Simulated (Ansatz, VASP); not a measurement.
CaZnInC6N6 in VASP and in Ansatz

Contents of INCAR:

```
SYSTEM = CaZnInC6N6
  ALGO = Normal
  EDIFF = 1E-6
  ENCUT = 600
  GGA = PE
  GGA_COMPAT = .FALSE.
  ISIF = 2
  ISMEAR = 0
  LASPH = .TRUE.
  LCHARG = .TRUE.
  LELF = .TRUE.
  LREAL = .FALSE.
  LVHAR = .TRUE.
  LWAVE = .FALSE.
  NBANDS = 58
  NELM = 120
  PREC = Accurate
  SIGMA = 0.1
```

Contents of KPOINTS:

```
k-points
0
G
  4 4 4
  0 0 0
```

The input POSCAR:

```
CaZnInC6N6
1.0
    0.0000000000      5.1785000000      5.1785000000
    5.1785000000      0.0000000000      5.1785000000
    5.1785000000      5.1785000000      0.0000000000
Ca Zn In C N
1 1 1 6 6
Direct
    0.7500000000      0.7500000000      0.7500000000
    0.5000000000      0.5000000000      0.5000000000
    0.0000000000      0.0000000000      0.0000000000
    0.8067973400      0.1932026600      0.1932026600
    0.1932026600      0.1932026600      0.8067973400
    0.8067973400      0.1932026600      0.8067973400
    0.1932026600      0.8067973400      0.8067973400
    0.8067973400      0.8067973400      0.1932026600
    0.1932026600      0.8067973400      0.1932026600
    0.6938302600      0.3061697400      0.3061697400
    0.3061697400      0.3061697400      0.6938302600
    0.6938302600      0.3061697400      0.6938302600
    0.3061697400      0.6938302600      0.6938302600
    0.6938302600      0.6938302600      0.3061697400
    0.3061697400      0.6938302600      0.3061697400
```

Input for Ansatz:

```yaml
crystal:
  lattice:
    - [0.0, 5.1785, 5.1785]
    - [5.1785, 0.0, 5.1785]
    - [5.1785, 5.1785, 0.0]
  atoms:
    - { symbol: Ca, position: [0.75, 0.75, 0.75] }
    - { symbol: Zn, position: [0.5, 0.5, 0.5] }
    - { symbol: In, position: [0.0, 0.0, 0.0] }
    - { symbol: C, position: [0.80679734, 0.19320266, 0.19320266] }
    - { symbol: C, position: [0.19320266, 0.19320266, 0.80679734] }
    - { symbol: C, position: [0.80679734, 0.19320266, 0.80679734] }
    - { symbol: C, position: [0.19320266, 0.80679734, 0.80679734] }
    - { symbol: C, position: [0.80679734, 0.80679734, 0.19320266] }
    - { symbol: C, position: [0.19320266, 0.80679734, 0.19320266] }
    - { symbol: "N", position: [0.69383026, 0.30616974, 0.30616974] }
    - { symbol: "N", position: [0.30616974, 0.30616974, 0.69383026] }
    - { symbol: "N", position: [0.69383026, 0.30616974, 0.69383026] }
    - { symbol: "N", position: [0.30616974, 0.69383026, 0.69383026] }
    - { symbol: "N", position: [0.69383026, 0.69383026, 0.30616974] }
    - { symbol: "N", position: [0.30616974, 0.69383026, 0.30616974] }
basis:
  ecutwfc: 420
kpoints:
  mp_grid: { grid: [4, 4, 4] }
hamiltonian:
  xc: pbe
scf:
  occupations: { method: gaussian, width: 0.1 }
  lower_state_search: "off"
output:
  forces: true
  stress: true
  eigenvalues: true
```

Alike in both runs: task single point; functional PBE; k mesh 4 × 4 × 4; occupations gaussian, width 0.1 eV; no spin polarisation.

```csv
,VASP,Ansatz
version,VASP 6.6.1,Ansatz 0.2.0
potentials or method,"VASP PAW PBE potentials, release 64 (Ca_sv, Zn, In_d, C, N), cutoff 600 eV","scalar-relativistic, plane waves, PAW"
valence electrons in the cell,89,89
```

Ansatz gave:

| Item | Value |
| --- | --- |
| gap on the k mesh at the Fermi level (eV) | none |
| pressure (GPa) | 16.7 |
| rms of the force components (eV/Å) | 2.206 |

Question: Which values does VASP return?

Answer: gap on the k mesh at the Fermi level (eV): none; pressure (GPa): 17.0; rms of the force components (eV/Å): 2.040.

Atom by atom the forces differ by 0.186 eV/Å (rms over components). A gap of «none» marks a metal or a gap that the smearing closes.

Noted on VASP's run: the standard files for N, O and F lose accuracy on very short bonds.
